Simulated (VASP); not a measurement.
# Si4C (P-3m1) in VASP: further runs

Runs on Si4C. Level: PBE. Tasks: single point.

All numbers are computed with VASP 6.6.1; they aren't measurements. Logs are shortened: lines on timing, memory, paths and dates and some standing lists are left out, and cuts for length are marked.

## (1) The cell of the first run

Symmetry: P-3m1, No. 164, trigonal system. The conventional cell has a = 2.871 Å, b = 2.871 Å, c = 21.970 Å, α = 90.00°, β = 90.00°, γ = 120.00°. Si (site symmetry 3m) has 12 Si at 2.62 to 2.87 Å and 1 C at 3.25 Å within 3.5 Å. Si (site symmetry 3m) has 12 Si at 2.62 to 2.87 Å within 3.5 Å. Si (site symmetry 3m) has 3 C at 2.00 Å and 4 Si at 2.42 to 2.70 Å within 2.7 Å. Within 2.8 Å of Si (site symmetry 3m) lie 3 C at 2.11 Å and 1 Si at 2.42 Å. Within 2.7 Å of C (site symmetry 3m) lie 6 Si at 2.00 to 2.11 Å.

## (2) Single point, PBE

File INCAR:

```
PREC = Accurate
ENCUT = 520
EDIFF = 1E-7
ISMEAR = 0
SIGMA = 0.1
LREAL = F
LASPH = T
NELM = 60
ALGO = Normal
ISIF = 2
LWAVE = F
LCHARG = F
GGA = PE
NBANDS = 31
```

File KPOINTS:

```
regular mesh
0
Gamma
  12 12 2
```

File POSCAR:

```
Si4C
1.0
    2.8708249718      0.0000000000      0.0000000000
   -1.4354124859      2.4862073554      0.0000000000
    0.0000000000      0.0000000000     21.9699245441
Si C
8 2
Direct
    0.3333333333      0.6666666667      0.8561281018
    0.3333333333      0.6666666667      0.0515904651
    0.3333333333      0.6666666667      0.2406488979
    0.3333333333      0.6666666667      0.3509785432
    0.6666666667      0.3333333333      0.7593511021
    0.6666666667      0.3333333333      0.9484095349
    0.6666666667      0.3333333333      0.1438718982
    0.6666666667      0.3333333333      0.6490214568
    0.3333333333      0.6666666667      0.7083585862
    0.6666666667      0.3333333333      0.2916414138
```

Potentials or basis: VASP PAW PBE potentials, release 64 (Si, C).

Run with:

```sh
> cat potpaw_PBE.64/Si/POTCAR potpaw_PBE.64/C/POTCAR > POTCAR
> mpirun -np 1 vasp_std > vasp.out
```

OUTCAR:

```text
PREC = Accurate
   ENCUT = 520
   EDIFF = 1E-7
   ISMEAR = 0
   LREAL = F
   LASPH = T
   NELM = 60
   ISIF = 2
   GGA = PE

 ion  position               nearest neighbor table
   1  0.333  0.667  0.856-   6 2.62   6 2.62   6 2.62   5 2.70   5 2.70   5 2.70
   2  0.333  0.667  0.052-   7 2.62   7 2.62   7 2.62   6 2.81   6 2.81   6 2.81
   3  0.333  0.667  0.241-  10 2.00  10 2.00  10 2.00   4 2.42   7 2.70   7 2.70   7 2.70
   4  0.333  0.667  0.351-  10 2.11  10 2.11  10 2.11   3 2.42
   5  0.667  0.333  0.759-   9 2.00   9 2.00   9 2.00   8 2.42   1 2.70   1 2.70   1 2.70
   6  0.667  0.333  0.948-   1 2.62   1 2.62   1 2.62   2 2.81   2 2.81   2 2.81
   7  0.667  0.333  0.144-   2 2.62   2 2.62   2 2.62   3 2.70   3 2.70   3 2.70
   8  0.667  0.333  0.649-   9 2.11   9 2.11   9 2.11   5 2.42
   9  0.333  0.667  0.708-   5 2.00   5 2.00   5 2.00   8 2.11   8 2.11   8 2.11
  10  0.667  0.333  0.292-   3 2.00   3 2.00   3 2.00   4 2.11   4 2.11   4 2.11

  LATTYP: Found a hexagonal cell.
 ALAT       =     2.8708249718
 C/A-ratio  =     7.6528261945

  Lattice vectors:

 A1 = (   2.8708249718,   0.0000000000,   0.0000000000)
 A2 = (  -1.4354124859,   2.4862073554,   0.0000000000)
 A3 = (   0.0000000000,   0.0000000000,  21.9699245441)

Analysis of symmetry for initial positions (statically):
=====================================================================
 Subroutine PRICEL returns:
 Original cell was already a primitive cell.

 Routine SETGRP: Setting up the symmetry group for a
 hexagonal supercell.

 Subroutine GETGRP returns: Found 12 space group operations
 (whereof 12 operations were pure point group operations)
 out of a pool of 24 trial point group operations.

The static configuration has the point symmetry D_3d.

Analysis of symmetry for dynamics (positions and initial velocities):
=====================================================================
 Subroutine PRICEL returns:
 Original cell was already a primitive cell.

 Routine SETGRP: Setting up the symmetry group for a
 hexagonal supercell.

 Subroutine GETGRP returns: Found 12 space group operations
 (whereof 12 operations were pure point group operations)
 out of a pool of 24 trial point group operations.

The dynamic configuration has the point symmetry D_3d.

 Subroutine INISYM returns: Found 12 space group operations
 (whereof 12 operations are pure point group operations),
 and found     1 'primitive' translations

----------------------------------------------------------------------------------------

                                     Primitive cell

  volume of cell :     156.8096

  direct lattice vectors                    reciprocal lattice vectors
     2.870824972  0.000000000  0.000000000     0.348331929  0.201109533  0.000000000
    -1.435412486  2.486207355  0.000000000     0.000000000  0.402219066  0.000000000
     0.000000000  0.000000000 21.969924544     0.000000000  0.000000000  0.045516770

  length of vectors
     2.870824972  2.870824972 21.969924544     0.402219066  0.402219066  0.045516770

  position of ions in fractional coordinates (direct lattice)
     0.333333333  0.666666667  0.856128102
     0.333333333  0.666666667  0.051590465
     0.333333333  0.666666667  0.240648898
     0.333333333  0.666666667  0.350978543
     0.666666667  0.333333333  0.759351102
     0.666666667  0.333333333  0.948409535
     0.666666667  0.333333333  0.143871898
     0.666666667  0.333333333  0.649021457
     0.333333333  0.666666667  0.708358586
     0.666666667  0.333333333  0.291641414

  ion indices of the primitive-cell ions
   primitive index   ion index
                 1           1
                 2           2
                 3           3
                 4           4
                 5           5
                 6           6
                 7           7
                 8           8
                 9           9
                10          10

----------------------------------------------------------------------------------------

 KPOINTS: regular mesh

Automatic generation of k-mesh.
 Grid dimensions read from file:
 generate k-points for:   12   12    2

 Generating k-lattice:

  Cartesian coordinates                     Fractional coordinates (reciprocal lattice)
     0.029027661  0.016759128  0.000000000     0.083333333  0.000000000  0.000000000
     0.000000000  0.033518255  0.000000000     0.000000000  0.083333333  0.000000000
     0.000000000  0.000000000  0.022758385     0.000000000  0.000000000  0.500000000

  Length of vectors
     0.033518255  0.033518255  0.022758385

  Shift w.r.t. Gamma in fractional coordinates (k-lattice)
     0.000000000  0.000000000  0.000000000

 Subroutine IBZKPT returns following result:
 ===========================================

 Found     38 irreducible k-points:

 Following reciprocal coordinates:
            Coordinates               Weight
  0.000000  0.000000  0.000000      1.000000
  0.083333 -0.000000  0.000000      6.000000
  0.166667 -0.000000  0.000000      6.000000
  0.250000  0.000000  0.000000      6.000000
  0.333333 -0.000000  0.000000      6.000000
  0.416667 -0.000000  0.000000      6.000000
[... 16 lines left out ...]
  0.250000  0.000000  0.500000      6.000000
  0.333333 -0.000000  0.500000      6.000000
 [... further k-points ...]
   k-points           NKPTS =     38   k-points in BZ     NKDIM =     38   number of bands    NBANDS=     31
   number of dos      NEDOS =    301   number of ions     NIONS =     10
   total plane-waves  NPLWV =  96768
   dimension x,y,z NGX =    24 NGY =   24 NGZ =  168
   dimension x,y,z NGXF=    48 NGYF=   48 NGZF=  336
   ions per type =               8   2
   NGX,Y,Z   is equivalent  to a cutoff of  13.90, 13.90, 12.71 a.u.
   NGXF,Y,Z  is equivalent  to a cutoff of  27.80, 27.80, 25.43 a.u.
 SYSTEM =  unknown system
   PREC   = accura    normal or accurate (medium, high low for compatibility)
   ISTART =      0    job   : 0-new  1-cont  2-samecut
   ICHARG =      2    charge: 1-file 2-atom 10-const
   ISPIN  =      1    spin polarized calculation?
   LNONCOLLINEAR =      F non collinear calculations
   LSORBIT =      F    spin-orbit coupling
   LASPH  =      T    aspherical Exc in radial PAW
   ENCUT  =  520.0 eV  38.22 Ry    6.18 a.u.   5.34  5.34 40.85*2*pi/ulx,y,z
   NELM   =     60;   NELMIN=  2; NELMDL= -5     # of ELM steps
   EDIFF  = 0.1E-06   stopping-criterion for ELM
   LREAL  =      F    real-space projection
   EDIFFG = 0.1E-05   stopping-criterion for IOM
   NSW    =      0    number of steps for IOM
   IBRION =     -1    ionic relax: 0-MD 1-quasi-New 2-CG
   NFREE  =      0    steps in history (QN), initial steepest desc. (CG)
   ISIF   =      2    stress and relaxation
   ISYM   =      2    0-nonsym 1-usesym 2-fastsym
   POTIM  = 0.5000    time-step for ionic-motion
   TEBEG  =    0.0;   TEEND  =   0.0 temperature during run
   PSTRESS=    0.0 pullay stress
   NELECT =      40.0000    total number of electrons
   NUPDOWN=      -1.0000    fix difference up-down
   EMIN   =  10.00;   EMAX   =-10.00  energy-range for DOS
   EFERMI =   0.00;   METHOD = LEGACY
   ISMEAR =     0;   SIGMA  =   0.10  broadening in eV -4-tet -1-fermi 0-gaus
   EFERMI_NEDOS =   21; number of points for ismear=-14 and -15
   IALGO  =     38    algorithm
   IMIX   =      4    mixing-type and parameters
     AMIX     =   0.40;   BMIX     =  1.00
     AMIX_MAG =   1.60;   BMIX_MAG =  1.00
  volume/ion in A,a.u.               =      15.68       105.82
  Fermi-wavevector in a.u.,A,eV,Ry     =   1.038255  1.962017 14.666714  1.077973
  Thomas-Fermi vector in A             =   2.172731
   LORBIT       =      0    0 simple, 1 ext, 2 COOP (PROOUT), +10 PAW based schemes
   GGA     = PE    functional components
   LHFCALC =     F    Hartree Fock is set to
   AEXX    =    0.0000 exact exchange contribution
   IVDW    =     0    specifies the selected vdW correction
   LEPSILON=     F    determine dielectric tensor
   LRPA    =     F    only Hartree local field effects (RPA)
 non-spin polarized calculation
 Gauss-broadening in eV      SIGMA  =   0.10
  energy-cutoff  :      520.00
  volume of cell :      156.81
 maximum number of plane-waves:      4270
 NGX is ok and might be reduce to    24
   NGX = 11   NGY = 11   NGZ = 81

 number of electron      39.9999998 magnetization

 Free energy of the ion-electron system (eV)
  ---------------------------------------------------
  ext. energy  EPLUGINS =         0.00000000
  ---------------------------------------------------
  free energy    TOTEN  =       -55.01323750 eV

  energy without entropy =      -55.00142693  energy(sigma->0) =      -55.00733221

 E-fermi :   7.3612     XC(G=0):  -9.7912

 val. band max:        7.2818998733   @ k =   0.2500   0.0833   0.0000
 cond. band min:       7.3887837601   @ k =   0.4167   0.0833   0.5000
 fundamental gap:      0.1068838868
 Fermi energy:         7.3612469097

 k-point     1 :       0.0000    0.0000    0.0000
  band No.  band energies     occupation
      1      -9.6942      2.00000
      2      -9.6940      2.00000
      3      -6.4939      2.00000
      4      -5.9785      2.00000
      5      -4.7582      2.00000
      6      -4.0760      2.00000
[... 23 lines left out ...]
     30      14.2403      0.00000
     31      14.2403      0.00000

 k-point     2 :       0.0833   -0.0000    0.0000
  band No.  band energies     occupation
      1      -9.5502      2.00000
      2      -9.5500      2.00000
      3      -6.3325      2.00000
      4      -5.8183      2.00000
      5      -4.6003      2.00000
      6      -3.9198      2.00000
[... 23 lines left out ...]
     30      14.1192      0.00000
     31      14.2472      0.00000

 k-point     3 :       0.1667   -0.0000    0.0000
  band No.  band energies     occupation
      1      -9.1208      2.00000
      2      -9.1206      2.00000
      3      -5.8492      2.00000
      4      -5.3388      2.00000
      5      -4.1283      2.00000
      6      -3.4536      2.00000
[... 703 lines left out ...]
     30      12.7755      0.00000
     31      12.8600      0.00000

 k-point    24 :       0.3333   -0.0000    0.5000
  band No.  band energies     occupation
      1      -7.4573      2.00000
      2      -7.4572      2.00000
      3      -3.9353      2.00000
      4      -3.4429      2.00000
      5      -2.2767      2.00000
      6      -1.6408      2.00000
[... 23 lines left out ...]
     30      12.0132      0.00000
     31      12.2898      0.00000

 [... further k-points ...]
[... 5 lines left out ...]
  --------------------------------------------------------------------------------------
  -------------------------------------------------------------------------------------
  Total        0.0483713      0.0483713     -0.1696786      0.0000000     -0.0000000      0.0000000
  in kB        0.4942264      0.4942264     -1.7336645      0.0000000     -0.0000000      0.0000000
  external PRESSURE =      -0.2484039 kB  Pullay stress =       0.0000000 kB

 VOLUME and BASIS-vectors are now :
 -----------------------------------------------------------------------------
  energy-cutoff  :      520.00
  volume of cell :      156.81
      direct lattice vectors                 reciprocal lattice vectors
     2.870824972  0.000000000  0.000000000     0.348331929  0.201109533  0.000000000
    -1.435412486  2.486207355  0.000000000     0.000000000  0.402219066  0.000000000
     0.000000000  0.000000000 21.969924544     0.000000000  0.000000000  0.045516770

 POSITION                                       TOTAL-FORCE (eV/Angst)
 -----------------------------------------------------------------------------------
     -0.00000      1.65747     18.80907         0.000000      0.000000      0.003456
     -0.00000      1.65747      1.13344        -0.000000     -0.000000      0.004085
     -0.00000      1.65747      5.28704         0.000000      0.000000      0.024383
     -0.00000      1.65747      7.71097         0.000000      0.000000     -0.026333
      1.43541      0.82874     16.68289        -0.000000      0.000000     -0.024383
      1.43541      0.82874     20.83649         0.000000      0.000000     -0.004085
      1.43541      0.82874      3.16085        -0.000000      0.000000     -0.003456
      1.43541      0.82874     14.25895        -0.000000      0.000000      0.026333
     -0.00000      1.65747     15.56258        -0.000000      0.000000     -0.003775
      1.43541      0.82874      6.40734         0.000000      0.000000      0.003775
 -----------------------------------------------------------------------------------
    total drift:                               -0.000000     -0.000000     -0.000000

  FREE ENERGIE OF THE ION-ELECTRON SYSTEM (eV)
  ---------------------------------------------------
  free  energy   TOTEN  =       -55.0132374964 eV

  energy  without entropy=      -55.0014269291  energy(sigma->0) =      -55.00733221
```

Run time: 2.6 min. Hardware: 1 thread of Intel Xeon 6975P-C (Granite Rapids), shared host; peak memory 0.37 GiB.

What came out:

* Free energy: -55.0132 eV
* Pressure: 0.0 GPa
* Largest force: 0.026 eV/Å
* Band gap on the k mesh: zero (band 20 reaches 12.58 eV, above the bottom of band 21 at 5.63 eV)

Forces on the atoms (eV/Å):
```
Si   0.000  0.000  0.003
Si   0.000  0.000  0.004
Si   0.000  0.000  0.024
Si   0.000  0.000 -0.026
Si   0.000  0.000 -0.024
Si   0.000  0.000 -0.004
Si   0.000  0.000 -0.003
Si   0.000  0.000  0.026
C    0.000  0.000 -0.004
C    0.000  0.000  0.004
```

Levels at points of the mesh, in eV from the Fermi level:
```
           k point  band 17  band 18  band 19  band 20  band 21  band 22  band 23  band 24
(0.00, 0.00, 0.00)     0.30     2.93     3.64     5.22     5.23     6.03     6.23     6.23
(0.50, 0.00, 0.00)    -3.32    -2.63    -2.11    -0.93     0.18     0.50     0.98     1.97
(0.00, 0.00, 0.50)     0.37     2.61     4.21     5.19     5.23     5.38     6.23     6.23
(0.50, 0.00, 0.50)    -3.32    -2.63    -2.11    -0.93     0.18     0.49     1.00     1.97
```

(Part 1 of 2 ends here.)
